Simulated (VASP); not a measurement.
Set up this calculation in VASP 6.6.1, as the native input.

- Task: single point
- Functional: PBE
- Potentials or basis: VASP PAW PBE potentials, release 64 (Cu, O)
- Cutoff: 600 eV
- k mesh: 6 × 6 × 6
- Occupations: gaussian, width 0.05 eV
- Spin: collinear spin
- Starting moments: [0.05, 0.05, 0.05, 0.05, 0.0, 0.0] μB
- Dipole correction: no
- Further INCAR settings: ALGO = Normal; EDIFF = 1e-06; NBANDS = 41

The structure of Cu2O lies in POSCAR:

```
Cu2O
1.0
    4.2984821234      0.0000000000      0.0000000000
    0.0000000000      4.2984821234      0.0000000000
    0.0000000000      0.0000000000      4.2984821234
Cu O
4 2
Direct
    0.2500000000      0.2500000000      0.2500000000
    0.2500000000      0.7500000000      0.7500000000
    0.7500000000      0.7500000000      0.2500000000
    0.7500000000      0.2500000000      0.7500000000
    0.0000000000      0.0000000000      0.0000000000
    0.5000000000      0.5000000000      0.5000000000
```

One way to write it, as run:

INCAR

```
SYSTEM = Cu2O
PREC = Accurate
ENCUT = 600
EDIFF = 1E-6
ISMEAR = 0
SIGMA = 0.05
LREAL = .FALSE.
LASPH = .TRUE.
NELM = 200
ALGO = Normal
ISIF = 2
LWAVE = .FALSE.
LCHARG = .FALSE.
ISPIN = 2
MAGMOM = 0.05 0.05 0.05 0.05 0 0
LORBIT = 11
LMAXMIX = 4
GGA = PE
NBANDS = 41
GGA_COMPAT = .FALSE.
```

KPOINTS

```
Automatic mesh
0
G
  6 6 6
  0 0 0
```

Potentials or basis: VASP PAW PBE potentials, release 64 (Cu, O).

The run is started by

```bash
$ cat potpaw_PBE.64/Cu/POTCAR potpaw_PBE.64/O/POTCAR > POTCAR
$ mpirun -np 1 vasp_std > vasp.out
```

It gave:

The pressure is 0.7 GPa and the band gap on the k mesh is 0.48 eV. The net moment is 0.00 μB per cell and the valence electrons inside the program's atomic spheres are Cu 9.95; O 5.01.

Caveat: semilocal functionals underestimate gaps, and a narrow one can read as zero.

Run time: 3.7 min on 1 thread of Oxide Virtual Turin-like Processor, with other jobs on the host, peak memory 0.27 GiB.
